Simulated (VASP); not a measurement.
# Sr (I4/mmm) in VASP: notebook

Sr is run at these levels: PBEsol; tasks: single point.

All numbers are computed with VASP 6.6.1; they aren't measurements. Logs are shortened: lines on timing, memory, paths and dates and some standing lists are left out, and cuts for length are marked.

### 1 The cell of the first run

It takes space group I4/mmm (No. 139, tetragonal). The conventional cell has a = 4.475 Å, b = 4.475 Å, c = 5.841 Å, α = 90.00°, β = 90.00°, γ = 90.00°. Within 5.6 Å of Sr (site symmetry 4/mmm) lie 12 Sr at 4.31 to 4.47 Å.

### 2 Single point, PBEsol (strain +0.040 along x and y, -0.040 along z)

File INCAR:

```
ALGO = Fast
EDIFF = 1E-6
ENCUT = 520
GGA = PS
ISIF = 2
ISMEAR = 0
LASPH = T
LCHARG = T
LELF = T
LREAL = F
LVHAR = T
LWAVE = F
NBANDS = 11
NELM = 100
PREC = Accurate
SIGMA = 0.03
```

File KPOINTS:

```
k-points
0
Gamma
  10 10 10
```

File POSCAR:

```
Sr
1.0
    0.0000000000      3.1640440000      2.9206560000
    3.1640440000      0.0000000000      2.9206560000
    3.1640440000      3.1640440000      0.0000000000
Sr
1
Direct
    0.0000000000      0.0000000000      0.0000000000
```

Potentials or basis: VASP PAW PBE potentials, release 64 (Sr_sv).

On the command line:

```sh
$ cat potpaw_PBE.64/Sr_sv/POTCAR > POTCAR
$ mpirun -np 1 vasp_std > vasp.out
```

OUTCAR:

```text
EDIFF = 1E-6
   ENCUT = 520
   GGA = PS
   ISIF = 2
   ISMEAR = 0
   LASPH = T
   LREAL = F
   NELM = 100
   PREC = Accurate

 ion  position               nearest neighbor table
   1  0.000  0.000  0.000-

  LATTYP: Found a body centered tetragonal cell.
 ALAT       =     4.4746339367
 C/A-ratio  =     1.3054279037

  Lattice vectors:

 A1 = (   0.0000000000,  -3.1640440000,  -2.9206560000)
 A2 = (   0.0000000000,   3.1640440000,  -2.9206560000)
 A3 = (   3.1640440000,   0.0000000000,   2.9206560000)

Analysis of symmetry for initial positions (statically):
=====================================================================
 Subroutine PRICEL returns:
 Original cell was already a primitive cell.

 Routine SETGRP: Setting up the symmetry group for a
 body centered tetragonal supercell.

 Subroutine GETGRP returns: Found 16 space group operations
 (whereof 16 operations were pure point group operations)
 out of a pool of 16 trial point group operations.

The static configuration has the point symmetry D_4h.

Analysis of symmetry for dynamics (positions and initial velocities):
=====================================================================
 Subroutine PRICEL returns:
 Original cell was already a primitive cell.

 Routine SETGRP: Setting up the symmetry group for a
 body centered tetragonal supercell.

 Subroutine GETGRP returns: Found 16 space group operations
 (whereof 16 operations were pure point group operations)
 out of a pool of 16 trial point group operations.

The dynamic configuration has the point symmetry D_4h.

 Subroutine INISYM returns: Found 16 space group operations
 (whereof 16 operations are pure point group operations),
 and found     1 'primitive' translations

----------------------------------------------------------------------------------------

                                     Primitive cell

  volume of cell :      58.4784

  direct lattice vectors                    reciprocal lattice vectors
     0.000000000  3.164044000  2.920656000    -0.158025615  0.158025615  0.171194417
     3.164044000  0.000000000  2.920656000     0.158025615 -0.158025615  0.171194417
     3.164044000  3.164044000  0.000000000     0.158025615  0.158025615 -0.171194417

  length of vectors
     4.305973282  4.305973282  4.474633937     0.281516817  0.281516817  0.281516817

  position of ions in fractional coordinates (direct lattice)
     0.000000000  0.000000000  0.000000000

  ion indices of the primitive-cell ions
   primitive index   ion index
                 1           1

----------------------------------------------------------------------------------------

 KPOINTS: k-points

Automatic generation of k-mesh.
 Grid dimensions read from file:
 generate k-points for:   10   10   10

 Generating k-lattice:

  Cartesian coordinates                     Fractional coordinates (reciprocal lattice)
    -0.015802562  0.015802562  0.017119442     0.100000000  0.000000000  0.000000000
     0.015802562 -0.015802562  0.017119442     0.000000000  0.100000000  0.000000000
     0.015802562  0.015802562 -0.017119442     0.000000000  0.000000000  0.100000000

  Length of vectors
     0.028151682  0.028151682  0.028151682

  Shift w.r.t. Gamma in fractional coordinates (k-lattice)
     0.000000000  0.000000000  0.000000000

 Subroutine IBZKPT returns following result:
 ===========================================

 Found    102 irreducible k-points:

 Following reciprocal coordinates:
            Coordinates               Weight
  0.000000  0.000000  0.000000      1.000000
  0.100000 -0.000000  0.000000      8.000000
  0.200000 -0.000000  0.000000      8.000000
  0.300000 -0.000000  0.000000      8.000000
  0.400000 -0.000000  0.000000      8.000000
  0.500000 -0.000000  0.000000      4.000000
[... 16 lines left out ...]
  0.300000  0.300000  0.000000      2.000000
  0.400000  0.300000  0.000000      8.000000
 [... further k-points ...]
   k-points           NKPTS =    102   k-points in BZ     NKDIM =    102   number of bands    NBANDS=     11
   number of dos      NEDOS =    301   number of ions     NIONS =      1
   total plane-waves  NPLWV =  36864
   dimension x,y,z NGX =    32 NGY =   32 NGZ =   36
   dimension x,y,z NGXF=    64 NGYF=   64 NGZF=   72
   ions per type =               1
   NGX,Y,Z   is equivalent  to a cutoff of  12.35, 12.35, 13.38 a.u.
   NGXF,Y,Z  is equivalent  to a cutoff of  24.71, 24.71, 26.75 a.u.
 SYSTEM =  unknown system
   PREC   = accura    normal or accurate (medium, high low for compatibility)
   ISTART =      0    job   : 0-new  1-cont  2-samecut
   ICHARG =      2    charge: 1-file 2-atom 10-const
   ISPIN  =      1    spin polarized calculation?
   LNONCOLLINEAR =      F non collinear calculations
   LSORBIT =      F    spin-orbit coupling
   LASPH  =      T    aspherical Exc in radial PAW
   ENCUT  =  520.0 eV  38.22 Ry    6.18 a.u.   8.01  8.01  8.32*2*pi/ulx,y,z
   NELM   =    100;   NELMIN=  2; NELMDL= -5     # of ELM steps
   EDIFF  = 0.1E-05   stopping-criterion for ELM
   LREAL  =      F    real-space projection
   EDIFFG = 0.1E-04   stopping-criterion for IOM
   NSW    =      0    number of steps for IOM
   IBRION =     -1    ionic relax: 0-MD 1-quasi-New 2-CG
   NFREE  =      0    steps in history (QN), initial steepest desc. (CG)
   ISIF   =      2    stress and relaxation
   ISYM   =      2    0-nonsym 1-usesym 2-fastsym
   POTIM  = 0.5000    time-step for ionic-motion
   TEBEG  =    0.0;   TEEND  =   0.0 temperature during run
   PSTRESS=    0.0 pullay stress
   NELECT =      10.0000    total number of electrons
   NUPDOWN=      -1.0000    fix difference up-down
   EMIN   =  10.00;   EMAX   =-10.00  energy-range for DOS
   EFERMI =   0.00;   METHOD = LEGACY
   ISMEAR =     0;   SIGMA  =   0.03  broadening in eV -4-tet -1-fermi 0-gaus
   EFERMI_NEDOS =   21; number of points for ismear=-14 and -15
   IALGO  =     68    algorithm
   IMIX   =      4    mixing-type and parameters
     AMIX     =   0.40;   BMIX     =  1.00
     AMIX_MAG =   1.60;   BMIX_MAG =  1.00
  volume/ion in A,a.u.               =      58.48       394.63
  Fermi-wavevector in a.u.,A,eV,Ry     =   0.908677  1.717151 11.234255  0.825694
  Thomas-Fermi vector in A             =   2.032632
   LORBIT       =      0    0 simple, 1 ext, 2 COOP (PROOUT), +10 PAW based schemes
   GGA     = PS    functional components
   LHFCALC =     F    Hartree Fock is set to
   AEXX    =    0.0000 exact exchange contribution
   IVDW    =     0    specifies the selected vdW correction
   LEPSILON=     F    determine dielectric tensor
   LRPA    =     F    only Hartree local field effects (RPA)
 non-spin polarized calculation
 RMM-DIIS sequential band-by-band and
 Gauss-broadening in eV      SIGMA  =   0.03
  energy-cutoff  :      520.00
  volume of cell :       58.48
 maximum number of plane-waves:      1602
   NGX = 15   NGY = 15   NGZ = 17

 number of electron      10.0000000 magnetization

 Free energy of the ion-electron system (eV)
  ---------------------------------------------------
  ext. energy  EPLUGINS =         0.00000000
  ---------------------------------------------------
  free energy    TOTEN  =        -1.80969354 eV

  energy without entropy =       -1.80837357  energy(sigma->0) =       -1.80903356

 E-fermi :   1.3183     XC(G=0):  -7.2444

 val. band max:        1.3177208183   @ k =  -0.4000   0.3000   0.1000
 cond. band min:       1.3270284768   @ k =  -0.3000   0.2000   0.5000
 fundamental gap:      0.0093076585
 Fermi energy:         1.3183390420

 k-point     1 :       0.0000    0.0000    0.0000
  band No.  band energies     occupation
      1     -35.3728      2.00000
      2     -17.2835      2.00000
      3     -17.2835      2.00000
      4     -17.2786      2.00000
      5      -2.2673      2.00000
      6       3.4556      0.00000
      7       3.4556      0.00000
      8       3.8343      0.00000
      9       4.6169      0.00000
     10       5.1790      0.00000
     11       8.2730      0.00000

 k-point     2 :       0.1000   -0.0000    0.0000
  band No.  band energies     occupation
      1     -35.3718      2.00000
      2     -17.2975      2.00000
      3     -17.2865      2.00000
      4     -17.2814      2.00000
      5      -2.1151      2.00000
      6       3.3051      0.00000
      7       3.5141      0.00000
      8       3.8240      0.00000
      9       4.5601      0.00000
     10       5.0695      0.00000
     11       8.6460      0.00000

 k-point     3 :       0.2000   -0.0000    0.0000
  band No.  band energies     occupation
      1     -35.3692      2.00000
      2     -17.3377      2.00000
      3     -17.2944      2.00000
      4     -17.2849      2.00000
      5      -1.6777      2.00000
      6       2.8236      0.00000
      7       3.5500      0.00000
      8       3.9172      0.00000
      9       4.6128      0.00000
     10       4.9307      0.00000
     11       8.3222      0.00000

 k-point     4 :       0.3000   -0.0000    0.0000
  band No.  band energies     occupation
      1     -35.3659      2.00000
      2     -17.3870      2.00000
      3     -17.3041      2.00000
      4     -17.2889      2.00000
      5      -1.0170      2.00000
      6       2.2419      0.00000
      7       3.4019      0.00000
      8       3.8853      0.00000
      9       5.0529      0.00000
     10       5.1104      0.00000
     11       7.4491      0.00000
[... 239 lines left out ...]
 k-point    22 :      -0.2000    0.2000    0.0000
  band No.  band energies     occupation
      1     -35.3650      2.00000
      2     -17.3675      2.00000
      3     -17.3258      2.00000
      4     -17.3042      2.00000
      5      -0.8516      2.00000
      6       2.4922      0.00000
      7       3.0912      0.00000
      8       3.8991      0.00000
      9       4.2395      0.00000
     10       5.6935      0.00000
     11       7.9353      0.00000

 k-point    23 :       0.3000    0.3000    0.0000
  band No.  band energies     occupation
      1     -35.3621      2.00000
      2     -17.3811      2.00000
      3     -17.3316      2.00000
      4     -17.3316      2.00000
      5      -0.4635      2.00000
      6       2.1223      0.00000
      7       3.2509      0.00000
      8       4.2594      0.00000
      9       4.2594      0.00000
     10       5.3797      0.00000
     11       8.7715      0.00000

 k-point    24 :       0.4000    0.3000    0.0000
  band No.  band energies     occupation
      1     -35.3599      2.00000
      2     -17.4041      2.00000
      3     -17.3412      2.00000
      4     -17.3402      2.00000
      5       0.1110      2.00000
      6       1.8643      0.00000
      7       2.8540      0.00000
      8       4.3800      0.00000
      9       4.7355      0.00000
     10       5.7679      0.00000
     11       7.3494      0.00000

 [... further k-points ...]

------------------------ aborting loop because EDIFF is reached ----------------------------------------

  FORCE on cell =-STRESS in cart. coord.  units (eV):
  Direction    XX          YY          ZZ          XY          YZ          ZX
  --------------------------------------------------------------------------------------
  -------------------------------------------------------------------------------------
  Total       -0.4516981     -0.4516981     -0.4153964      0.0000000      0.0000000     -0.0000000
  in kB      -12.3755192    -12.3755192    -11.3809323      0.0000000      0.0000000     -0.0000000
  external PRESSURE =     -12.0439902 kB  Pullay stress =       0.0000000 kB

 VOLUME and BASIS-vectors are now :
 -----------------------------------------------------------------------------
  energy-cutoff  :      520.00
  volume of cell :       58.48
      direct lattice vectors                 reciprocal lattice vectors
     0.000000000  3.164044000  2.920656000    -0.158025615  0.158025615  0.171194417
     3.164044000  0.000000000  2.920656000     0.158025615 -0.158025615  0.171194417
     3.164044000  3.164044000  0.000000000     0.158025615  0.158025615 -0.171194417

 POSITION                                       TOTAL-FORCE (eV/Angst)
 -----------------------------------------------------------------------------------
      0.00000      0.00000      0.00000         0.000000     -0.000000      0.000000
 -----------------------------------------------------------------------------------
    total drift:                                0.000000      0.000000      0.000000

  FREE ENERGIE OF THE ION-ELECTRON SYSTEM (eV)
  ---------------------------------------------------
  free  energy   TOTEN  =        -1.8096935434 eV

  energy  without entropy=       -1.8083735730  energy(sigma->0) =       -1.80903356
```

It took 58 s on 1 thread of Intel Xeon 8259CL, shared host; peak memory 0.22 GiB.

Results:

```
Free energy            : -1.8097 eV
Pressure               : -1.2 GPa
Band gap on the k mesh : zero (bands 5 and 6 overlap by 0.09 eV)
```

Levels at points of the mesh, in eV from the Fermi level:
```csv
k point,band 1,band 2,band 3,band 4,band 5,band 6,band 7,band 8,band 9,band 10
"(0.00, 0.00, 0.00)",-36.69,-18.60,-18.60,-18.60,-3.59,2.14,2.14,2.52,3.30,3.86
"(0.50, 0.00, 0.00)",-36.68,-18.76,-18.63,-18.61,-1.12,-0.01,1.85,2.36,4.42,4.74
"(0.50, 0.50, 0.00)",-36.67,-18.75,-18.68,-18.68,-0.45,0.25,1.37,4.59,4.59,4.59
"(0.50, 0.00, 0.50)",-36.68,-18.75,-18.66,-18.64,-0.69,0.45,0.70,4.43,4.65,5.06
```

Caveat: the cell differs from its parent crystal (strain +0.040 along x and y, -0.040 along z); the PAW data sets were made with another functional, which shifts forces and pressure a little.

(Part 1 of 2 ends here.)

The gap in the log of VASP goes by the Fermi energy; the results here count the filled bands.